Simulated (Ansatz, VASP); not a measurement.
**Sb: VASP beside Ansatz**

```
CELL_PARAMETERS angstrom
2.14709 1.23962 3.65476
-2.14709 1.23962 3.65476
0.00000 -2.47924 3.65476
ATOMIC_POSITIONS crystal
Sb 0.23589 0.23589 0.23589
Sb 0.76411 0.76411 0.76411
```

Alike in both runs: functional LDA; k mesh 12 × 12 × 12; occupations gaussian, width 0.05 eV; no spin polarisation.

Ansatz relaxed the structure, and its values are those at the end. VASP's run is a single point on that final structure, the one shown.

|  | VASP | Ansatz |
| --- | --- | --- |
| version | VASP 6.6.1 | Ansatz 0.2.0 |
| potentials or method | VASP PAW LDA potentials, release 64 (Sb), cutoff 520 eV | scalar-relativistic, plane waves, PAW |
| valence electrons in the cell | 10 | 30 |

VASP gave:

* pressure (GPa): 0.3
* rms of the force components (eV/Å): 0.036

Task: What did Ansatz give for the same quantities?

Result: Pressure (GPa): 0.0; rms of the force components (eV/Å): 0.001.

LDA's correlation is that of Perdew and Zunger in VASP and of Perdew and Wang (1992) in Ansatz. VASP's potentials hold 10 valence electrons a cell and Ansatz's 30, so a difference there can come from the potentials and not from the codes.

Spin-orbit coupling is off throughout.
